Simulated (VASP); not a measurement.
Set up this calculation in VASP 6.6.1, as the native input.

```yaml
Task: relaxation of cell and atoms
Functional: PBE
Potentials_or_basis: VASP PAW PBE potentials, release 64 (Ga_d, P, Se)
Cutoff: 600 eV
k_mesh: 8 × 8 × 6
Occupations: gaussian, width 0.1 eV
Spin: no spin polarisation
Dipole_correction: no
Further_INCAR_settings: ALGO = Normal; EDIFF = 1e-06; IBRION = 2; EDIFFG = -0.01; NSW = 100; ISIF = 3
```

The structure of GaPSe3 lies in POSCAR:

```
GaPSe3
1.0
    4.5656245956      0.0000000000      0.0000000000
    0.0000000000      4.5656245956      0.0000000000
    0.0000000000      0.0000000000      6.1515885408
Ga P Se
1 1 3
Direct
    0.0000000000      0.0000000000      0.0360376139
    0.5000000000      0.5000000000      0.5838370862
    0.5000000000      0.5000000000      0.9417561739
    0.0000000000      0.5000000000      0.4491845630
    0.5000000000      0.0000000000      0.4491845630
```

These files were run (other wordings do the same):

INCAR

```
PREC = Accurate
ENCUT = 600
EDIFF = 1E-6
ISMEAR = 0
SIGMA = 0.1
LREAL = F
LASPH = T
NELM = 100
ALGO = Normal
ISIF = 3
LWAVE = F
LCHARG = F
GGA = PE
IBRION = 2
NSW = 100
EDIFFG = -0.01
```

KPOINTS

```
regular mesh
0
Gamma
  8 8 6
```

Potentials or basis: VASP PAW PBE potentials, release 64 (Ga_d, P, Se).

Command:

```bash
$ cat potpaw_PBE.64/Ga_d/POTCAR potpaw_PBE.64/P/POTCAR potpaw_PBE.64/Se/POTCAR > POTCAR
$ mpirun -np 1 vasp_std > vasp.out
```

It gave:

```json
{
  "Relaxed volume": "25.15 Å³/atom",
  "Relaxed cell": "a = 4.583 Å, b = 4.583 Å, c = 5.986 Å, α = 90.00°, β = 90.00°, γ = 90.00°",
  "Space group after relaxing (to 0.1 Å)": "P4mm (No. 99)",
  "Energy gained by relaxing": "5.5 meV/atom",
  "Ionic steps": "31",
  "Pressure after relaxing": "0.0 GPa",
  "Largest force after relaxing": "0.007 eV/Å",
  "Band gap on the k mesh": "zero (bands 18 and 19 overlap by 2.04 eV)"
}
```

Wall time 46 min on 1 thread of Oxide Virtual Turin-like Processor (shared host), peak memory 0.38 GiB.
